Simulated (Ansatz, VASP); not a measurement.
## SiO2 in VASP and in Ansatz

Contents of INCAR:

```
SYSTEM = SiO2
PREC = Accurate
ENCUT = 520
EDIFF = 1E-7
ISMEAR = 0
SIGMA = 0.05
LREAL = .FALSE.
LASPH = .TRUE.
NELM = 60
ALGO = Normal
ISIF = 2
LWAVE = .FALSE.
LCHARG = .FALSE.
NBANDS = 25
```

Contents of KPOINTS:

```
regular mesh
0
G
  6 6 10
  0 0 0
```

POSCAR

```
SiO2
1.0
    4.2419402598      0.0000000000      0.0000000000
    0.0000000000      4.2419402598      0.0000000000
    0.0000000000      0.0000000000      2.7168970035
Si O
2 4
Direct
    0.5000000000      0.5000000000      0.5000000000
    0.0000000000      0.0000000000      0.0000000000
    0.6944252994      0.6944252994      0.0000000000
    0.1944252994      0.8055747006      0.5000000000
    0.3055747006      0.3055747006      0.0000000000
    0.8055747006      0.1944252994      0.5000000000
```

Input for Ansatz:

```yaml
crystal:
  lattice:
    - [4.2419402598, 0.0, 0.0]
    - [0.0, 4.2419402598, 0.0]
    - [0.0, 0.0, 2.7168970035]
  atoms:
    - { symbol: Si, position: [0.5, 0.5, 0.5] }
    - { symbol: Si, position: [0.0, 0.0, 0.0] }
    - { symbol: O, position: [0.6944252994, 0.6944252994, 0.0] }
    - { symbol: O, position: [0.1944252994, 0.8055747006, 0.5] }
    - { symbol: O, position: [0.3055747006, 0.3055747006, 0.0] }
    - { symbol: O, position: [0.8055747006, 0.1944252994, 0.5] }
basis:
  ecutwfc: 520.0
kpoints:
  mp_grid: { grid: [6, 6, 10] }
hamiltonian:
  xc: lda
  pseudopotentials: { kind: paw, azcp: { folder: soft_1 } }
scf:
  occupations: { method: gaussian, width: 0.05 }
output:
  forces: true
  stress: true
  eigenvalues: true
```

Alike in both runs: task single point; functional LDA; k mesh 6 × 6 × 10; occupations gaussian, width 0.05 eV; no spin polarisation.

```csv
,VASP,Ansatz
version,VASP 6.6.1,Ansatz 0.2.0
potentials or method,"VASP PAW LDA potentials, release 64 (Si, O), cutoff 520 eV","scalar-relativistic, plane waves, PAW"
valence electrons in the cell,32,32
```

```csv
,VASP,Ansatz,Ansatz less VASP
gap on the k mesh at the Fermi level (eV),4.72,4.72,+0.001
least direct gap on the mesh (eV),4.72,4.72,+0.001
pressure (GPa),-17.5,-18.4,-0.93
"traceless stress, the component that is largest in VASP (GPa)",-1.94,-2.51,-0.573
rms of the force components (eV/Å),0.163,0.178,+0.0149
```

Ansatz warns that its potentials were made for another functional, while VASP's fit it. LDA's correlation is that of Perdew and Zunger in VASP and of Perdew and Wang (1992) in Ansatz. Atom by atom the forces differ by 0.015 eV/Å (rms over components).
